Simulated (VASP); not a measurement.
# B4C3 (P-43m) in VASP: notebook, part 2 of 2

VASP 6.6.1. The steps go on from the part before.

**5. Relaxation of cell and atoms, PBE**

File INCAR:

```
SYSTEM = B4C3
  PREC = Accurate
  ENCUT = 600
  EDIFF = 1E-6
  ISMEAR = 0
  SIGMA = 0.1
  LREAL = .FALSE.
  LASPH = .TRUE.
  NELM = 60
  ALGO = Normal
  ISIF = 3
  LWAVE = .FALSE.
  LCHARG = .FALSE.
  GGA = PE
  IBRION = 2
  NSW = 90
  EDIFFG = -0.04
```

File KPOINTS:

```
regular mesh
0
G
  6 6 6
  0 0 0
```

File POSCAR:

```
B4C3
1.0
    3.6330049900      0.0000000000      0.0000000000
    0.0000000000      3.6330049900      0.0000000000
    0.0000000000      0.0000000000      3.6330049900
B C
4 3
Direct
    0.2456870000      0.2456870000      0.7543130000
    0.7543130000      0.7543130000      0.7543130000
    0.2456870000      0.7543130000      0.2456870000
    0.7543130000      0.2456870000      0.2456870000
    0.0000000000      0.0000000000      0.5000000000
    0.5000000000      0.0000000000      0.0000000000
    0.0000000000      0.5000000000      0.0000000000
```

Potentials or basis: VASP PAW PBE potentials, release 64 (B, C).

Run with:

```bash
cat potpaw_PBE.64/B/POTCAR potpaw_PBE.64/C/POTCAR > POTCAR
mpirun -np 1 vasp_std > vasp.out
```

OUTCAR:

```text
SYSTEM = B4C3
   PREC = Accurate
   ENCUT = 600
   EDIFF = 1E-6
   ISMEAR = 0
   LREAL = .FALSE.
   LASPH = .TRUE.
   NELM = 60
   ISIF = 3
   GGA = PE
   IBRION = 2
   NSW = 90
   EDIFFG = -0.04

 ion  position               nearest neighbor table
   1  0.246  0.246  0.754-   5 1.56   6 1.56   7 1.56
   2  0.754  0.754  0.754-   5 1.56   6 1.56   7 1.56
   3  0.246  0.754  0.246-   5 1.56   6 1.56   7 1.56
   4  0.754  0.246  0.246-   5 1.56   6 1.56   7 1.56
   5  0.000  0.000  0.500-   1 1.56   2 1.56   3 1.56   4 1.56
   6  0.500  0.000  0.000-   1 1.56   2 1.56   3 1.56   4 1.56
   7  0.000  0.500  0.000-   1 1.56   2 1.56   3 1.56   4 1.56

  LATTYP: Found a simple cubic cell.
 ALAT       =     3.6330049900

  Lattice vectors:

 A1 = (   3.6330049900,   0.0000000000,   0.0000000000)
 A2 = (   0.0000000000,   3.6330049900,   0.0000000000)
 A3 = (   0.0000000000,   0.0000000000,   3.6330049900)

Analysis of symmetry for initial positions (statically):
=====================================================================
 Subroutine PRICEL returns:
 Original cell was already a primitive cell.

 Routine SETGRP: Setting up the symmetry group for a
 simple cubic supercell.

 Subroutine GETGRP returns: Found 24 space group operations
 (whereof 24 operations were pure point group operations)
 out of a pool of 48 trial point group operations.

The static configuration has the point symmetry T_d .

Analysis of symmetry for dynamics (positions and initial velocities):
=====================================================================
 Subroutine PRICEL returns:
 Original cell was already a primitive cell.

 Routine SETGRP: Setting up the symmetry group for a
 simple cubic supercell.

 Subroutine GETGRP returns: Found 24 space group operations
 (whereof 24 operations were pure point group operations)
[... 126 lines left out ...]
     AMIX     =   0.40;   BMIX     =  1.00
     AMIX_MAG =   1.60;   BMIX_MAG =  1.00
  volume/ion in A,a.u.               =       6.85        46.23
  Fermi-wavevector in a.u.,A,eV,Ry     =   1.299808  2.456281 22.987059  1.689501
  Thomas-Fermi vector in A             =   2.431048
   LORBIT       =      0    0 simple, 1 ext, 2 COOP (PROOUT), +10 PAW based schemes
   GGA     = PE    functional components
   LHFCALC =     F    Hartree Fock is set to
   AEXX    =    0.0000 exact exchange contribution
   IVDW    =     0    specifies the selected vdW correction
   LEPSILON=     F    determine dielectric tensor
   LRPA    =     F    only Hartree local field effects (RPA)
 conjugate gradient relaxation of ions
 non-spin polarized calculation
 Gauss-broadening in eV      SIGMA  =   0.10
  energy-cutoff  :      600.00
  volume of cell :       47.95
 maximum number of plane-waves:      1628
 NGX is ok and might be reduce to    30
   NGX = 15   NGY = 15   NGZ = 15

--------------------------------------- Ionic step        1  -------------------------------------------

 number of electron      24.0000000 magnetization

 Free energy of the ion-electron system (eV)
  ---------------------------------------------------
  ext. energy  EPLUGINS =         0.00000000
  ---------------------------------------------------
  free energy    TOTEN  =       -49.63636127 eV

  energy without entropy =      -49.61851695  energy(sigma->0) =      -49.62743911

------------------------ aborting loop because EDIFF is reached ----------------------------------------

  FORCE on cell =-STRESS in cart. coord.  units (eV):
  Direction    XX          YY          ZZ          XY          YZ          ZX
  --------------------------------------------------------------------------------------
  -------------------------------------------------------------------------------------
  Total        7.2902789      7.2902789      7.2902789     -0.0000000      0.0000000      0.0000000
  in kB      243.5884780    243.5884780    243.5884780     -0.0000000      0.0000000      0.0000000
  external PRESSURE =     243.5884780 kB  Pullay stress =       0.0000000 kB
[... 104 lines left out ...]
  FREE ENERGIE OF THE ION-ELECTRON SYSTEM (eV)
  ---------------------------------------------------
  free  energy   TOTEN  =       -51.4711824363 eV

  energy  without entropy=      -51.4518459178  energy(sigma->0) =      -51.46151418

[... ionic steps 4 to 9 ...]

--------------------------------------- Ionic step       10  -------------------------------------------

 number of electron      23.9999998 magnetization

------------------------ aborting loop because EDIFF is reached ----------------------------------------
[... 77 lines left out ...]
--------------------------------------- Ionic step       12  -------------------------------------------

 number of electron      23.9999998 magnetization

 Free energy of the ion-electron system (eV)
  ---------------------------------------------------
  ext. energy  EPLUGINS =         0.00000000
  ---------------------------------------------------
  free energy    TOTEN  =       -52.27094570 eV

  energy without entropy =      -52.25538981  energy(sigma->0) =      -52.26316776

 E-fermi :   4.1335     XC(G=0): -10.9048

 val. band max:        4.0982817459   @ k =   0.3333   0.1667   0.1667
 cond. band min:       4.1675361201   @ k =   0.5000   0.3333   0.3333
 fundamental gap:      0.0692543742
 Fermi energy:         4.1334693438

 k-point     1 :       0.0000    0.0000    0.0000
  band No.  band energies     occupation
      1     -11.8628      2.00000
      2      -6.1737      2.00000
      3      -6.1737      2.00000
      4      -3.2393      2.00000
      5      -3.2393      2.00000
      6      -3.2393      2.00000
[... 403 lines left out ...]
  FREE ENERGIE OF THE ION-ELECTRON SYSTEM (eV)
  ---------------------------------------------------
  free  energy   TOTEN  =       -52.2709456964 eV

  energy  without entropy=      -52.2553898145  energy(sigma->0) =      -52.26316776

 reached required accuracy - stopping structural energy minimisation
```

CONTCAR:

```text
B4C3
   1.00000000000000
     3.8561154127092512    0.0000000000000000    0.0000000000000000
    -0.0000000000000000    3.8561154127092507   -0.0000000000000000
    -0.0000000000000000   -0.0000000000000000    3.8561154127092507
  B               C
     4     3
Direct
     0.2000230522882073    0.2000230522882073    0.7999769477117928
     0.7999769477117928    0.7999769477117928    0.7999769477117928
     0.2000230522882072    0.7999769477117928    0.2000230522882073
     0.7999769477117928    0.2000230522882073    0.2000230522882073
     0.0000000000000000    0.0000000000000000    0.5000000000000000
     0.5000000000000000    0.0000000000000000    0.0000000000000000
     0.0000000000000000    0.5000000000000000    0.0000000000000000

  0.00000000E+00  0.00000000E+00  0.00000000E+00
  0.00000000E+00  0.00000000E+00  0.00000000E+00
  0.00000000E+00  0.00000000E+00  0.00000000E+00
  0.00000000E+00  0.00000000E+00  0.00000000E+00
  0.00000000E+00  0.00000000E+00  0.00000000E+00
  0.00000000E+00  0.00000000E+00  0.00000000E+00
  0.00000000E+00  0.00000000E+00  0.00000000E+00
```

It took 62 s on 1 thread of Intel Xeon 6975P-C (Granite Rapids), shared host; peak memory 0.16 GiB.

Results:

| Property | Result |
| --- | --- |
| Free energy | -52.2709 eV |
| Relaxed volume | 8.19 Å³/atom |
| Relaxed cell | a = 3.856 Å, b = 3.856 Å, c = 3.856 Å, α = 90.00°, β = 90.00°, γ = 90.00° |
| Space group after relaxing (to 0.1 Å) | P-43m (No. 215) |
| Energy gained by relaxing | 376.4 meV/atom |
| Ionic steps | 12 |
| Pressure after relaxing | 0.2 GPa |
| Largest force after relaxing | 0.026 eV/Å |
| Band gap on the k mesh | zero (bands 12 and 13 overlap by 2.29 eV) |

Forces on the atoms (eV/Å):
```
B   -0.015 -0.015  0.015
B    0.015  0.015  0.015
B   -0.015  0.015 -0.015
B    0.015 -0.015 -0.015
C    0.000  0.000  0.000
C    0.000  0.000  0.000
C    0.000  0.000  0.000
```

The path:
```tsv
step	energy change (eV)	largest force (eV/Å)	pressure (GPa)	volume (Å³)
1	0.0000	1.9952	24.36	47.95
2	-1.5196	3.1640	-4.78	55.55
3	-1.8348	2.6539	-16.08	59.87
4	-2.4206	0.6087	-13.61	60.88
5	-2.4528	0.4240	-13.45	61.11
6	-2.4554	0.0186	-13.18	61.58
7	-2.4617	0.2039	-13.34	61.35
8	-2.6283	0.0813	-2.64	58.04
9	-2.6338	0.0543	-0.16	57.38
10	-2.6338	0.0515	0.14	57.31
11	-2.6340	0.0451	0.15	57.31
12	-2.6346	0.0255	0.19	57.34
```

Final structure:
```
B C
1.0
     3.85612    0.00000    0.00000
     0.00000    3.85612    0.00000
     0.00000    0.00000    3.85612
B C
4 3
Cartesian
  0.7713 0.7713 3.0848
  3.0848 3.0848 3.0848
  0.7713 3.0848 0.7713
  3.0848 0.7713 0.7713
  0.0000 0.0000 1.9281
  1.9281 0.0000 0.0000
  0.0000 1.9281 0.0000
```

Levels at points of the mesh, in eV from the Fermi level:
```csv
k point,band 9,band 10,band 11,band 12,band 13,band 14,band 15,band 16
"(0.00, 0.00, 0.00)",-2.48,-2.48,-1.59,-1.59,-1.59,6.52,7.11,7.11
"(0.50, 0.00, 0.00)",-3.55,-3.45,-1.50,-1.50,0.70,4.16,6.47,6.47
"(0.50, 0.50, 0.00)",-2.76,-2.73,-2.73,0.69,1.79,3.49,6.05,6.05
"(0.50, 0.50, 0.50)",-2.62,-0.59,0.69,0.69,0.69,6.91,6.91,6.91
```

Caveat: the volume moved by over 15 % at a fixed basis, so the end points are rough.

**6. The runs side by side**

```tsv
task	spin	cell	k mesh	cutoff (eV)	gap on the mesh (eV)	pressure (GPa)	largest force (eV/Å)
single point	off	a = 3.633 Å, 7 atoms, atomic positions A	6 × 6 × 6	520	none	24.6	1.99
single point	off	a = 3.855 Å, 7 atoms, atomic positions B	6 × 6 × 6	520	none	0.4	0.02
single point	collinear	a = 3.855 Å, 7 atoms, atomic positions B	4 × 4 × 4	520	none	0.7	0.23
relaxation of cell and atoms	off	relaxed from a = 3.633 Å, 7 atoms, atomic positions A	6 × 6 × 6	600	none	0.2	0.03
```

Alike in all rows: level PBE; potentials or basis VASP PAW PBE potentials, release 64 (B, C); smearing gaussian 0.1 eV.

Caveats: some runs use coarse meshes; the cell stands under pressure (at least some runs); forces of over 1 eV/Å act on the atoms, so gaps and moduli don't describe the material at rest (at least some runs); the volume moved by over 15 % at a fixed basis, so the end points are rough (at least some runs).

Absolute energies hang on the potentials; compare differences alone.
